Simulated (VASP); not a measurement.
Wanted: the native input for a VASP 6.6.1 run.

```yaml
Task: single point
Functional: LDA
Potentials_or_basis: VASP PAW LDA potentials, release 64 (V_sv, Si)
Cutoff: 520 eV
k_mesh: 14 × 14 × 14
Occupations: fermi-dirac, width 0.1 eV
Spin: no spin polarisation
Dipole_correction: no
Further_INCAR_settings: ALGO = Normal; EDIFF = 1e-06; NBANDS = 16
```

The structure of VSi (rocksalt type) lies in POSCAR:

```
VSi
1.0
    0.0000000000      2.2588840967      2.2588840967
    2.2588840967      0.0000000000      2.2588840967
    2.2588840967      2.2588840967      0.0000000000
V Si
1 1
Direct
    0.0000000000      0.0000000000      0.0000000000
    0.5000000000      0.5000000000      0.5000000000
```

One way to write it, as run:

INCAR

```
PREC = Accurate
ENCUT = 520
EDIFF = 1E-6
ISMEAR = -1
SIGMA = 0.1
LREAL = F
LASPH = T
NELM = 80
ALGO = Normal
ISIF = 2
LWAVE = F
LCHARG = F
GGA = CA
NBANDS = 16
```

KPOINTS

```
Automatic mesh
0
Gamma
  14 14 14
```

Potentials or basis: VASP PAW LDA potentials, release 64 (V_sv, Si).

Launch:

```sh
$ cat potpaw_LDA.64/V_sv/POTCAR potpaw_LDA.64/Si/POTCAR > POTCAR
$ mpirun -np 1 vasp_std > vasp.out
```

Results of the run:

```yaml
Pressure: 39.7 GPa
```

It took 17 s on 1 thread of AMD EPYC 9R45 96-Core Processor (Zen 5), on a shared host, peak memory 0.12 GiB.
